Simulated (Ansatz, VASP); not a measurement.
## One calculation of Al, two programs

The input INCAR:

```
PREC     = Accurate       # precision mode
ENCUT    = 520            # plane-wave cutoff, eV
EDIFF    = 1E-7           # SCF threshold, eV
ISMEAR   = -1             # smearing method
SIGMA    = 0.1            # smearing width, eV
LREAL    = F              # projectors in reciprocal space
LASPH    = T              # aspherical terms in the spheres
NELM     = 100            # most SCF steps
ALGO     = Normal         # electronic algorithm
ISIF     = 2              # what is computed and relaxed
LWAVE    = F              # write WAVECAR
LCHARG   = F              # write CHGCAR
GGA      = B5             # functional
ALDAX    = 1.0          
AGGAX    = 1.0          
AGGAC    = 1.0          
ALDAC    = 0.0          
NBANDS   = 12             # bands
```

The input KPOINTS:

```
regular mesh
0
Gamma
  9 9 12
```

File POSCAR:

```
Al
1.0
    4.7965610665      0.0000000000      0.0000000000
   -2.3982805333      4.1539437344      0.0000000000
    0.0000000000      0.0000000000      3.0074188309
Al
3
Direct
    0.0000000000      1.0000000000      0.0000000000
    0.3333333333      0.6666666667      0.5000000000
    0.6666666667      0.3333333333      0.5000000000
```

Input for Ansatz:

```yaml
crystal:
  lattice:
    - [4.7965610665, 0.0, 0.0]
    - [-2.3982805333, 4.1539437344, 0.0]
    - [0.0, 0.0, 3.0074188309]
  atoms:
    - { symbol: Al, position: [0.0, 1.0, 0.0] }
    - { symbol: Al, position: [0.3333333333, 0.6666666667, 0.5] }
    - { symbol: Al, position: [0.6666666667, 0.3333333333, 0.5] }
hamiltonian:
  xc: blyp
  pseudopotentials:
    kind: paw
    azcp:
      Al: "pseudopotentials/Al.paw.azcp"
basis:
  ecutwfc: 420
  fft_grid_basis: typed
kpoints:
  mp_grid: { grid: [9, 9, 12], shift: [0, 0, 0] }
magnetization:
  spin_polarized: false
scf:
  occupations: { method: fermi_dirac, width: 0.1 }
  lower_state_search: "off"
output:
  stress: true
```

Alike in both runs: task single point; functional BLYP; k mesh 9 × 9 × 12; occupations fermi-dirac, width 0.1 eV; no spin polarisation.

```csv
,VASP,Ansatz
version,VASP 6.6.1,Ansatz 0.2.0
potentials or method,"VASP PAW PBE potentials, release 64 (Al), cutoff 520 eV","plane waves (420 eV) with PAW, scalar-relativistic"
valence electrons in the cell,9,9
```

Ansatz gave:

* pressure (GPa): -3.1
* traceless stress, the component that is largest in VASP (GPa): -0.25

**Question.** Which values does VASP return?

**Answer.** Pressure (GPa): -3.0; traceless stress, the component that is largest in VASP (GPa): -0.26.

VASP's potentials were made for PBE, not for BLYP.
